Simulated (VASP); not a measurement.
La: single point with LDA

La:

```xyz
1
Lattice="-1.4906 1.4906 1.4906 1.4906 -1.4906 1.4906 1.4906 1.4906 -1.4906" Properties=species:S:1:pos:R:3 pbc="T T T"
La    0.0000    0.0000    0.0000
```

This isn't the form of La at room conditions, which is double hcp.

```json
{"Program": "VASP 6.6.1", "Task": "single point", "Functional": "LDA", "Potentials or basis": "VASP PAW LDA potentials, release 64 (La)", "Cutoff": "500 eV", "k mesh": "15 × 15 × 15", "Occupations": "fermi-dirac, width 0.08 eV", "Spin": "no spin polarisation"}
```

| Item | Value |
| --- | --- |
| Pressure | 222.6 GPa |
| Band gap on the k mesh | zero (an odd number of electrons rules out a gap without spin polarisation) |

Levels at points of the mesh, in eV from the Fermi level:
| k point | band 2 | band 3 | band 4 | band 5 | band 6 | band 7 | band 8 | band 9 | band 10 | band 11 |
| --- | --- | --- | --- | --- | --- | --- | --- | --- | --- | --- |
| (0.00, 0.00, 0.00) | -9.56 | -9.56 | -9.56 | 0.87 | 0.87 | 0.87 | 2.84 | 2.84 | 2.84 | 6.06 |

Wall time 30 s on 1 thread of Intel Xeon 8259CL (shared host), peak memory 0.15 GiB.

Caveat: the cell stands under pressure; spin-orbit coupling is left out, which moves the levels of the heavy elements.
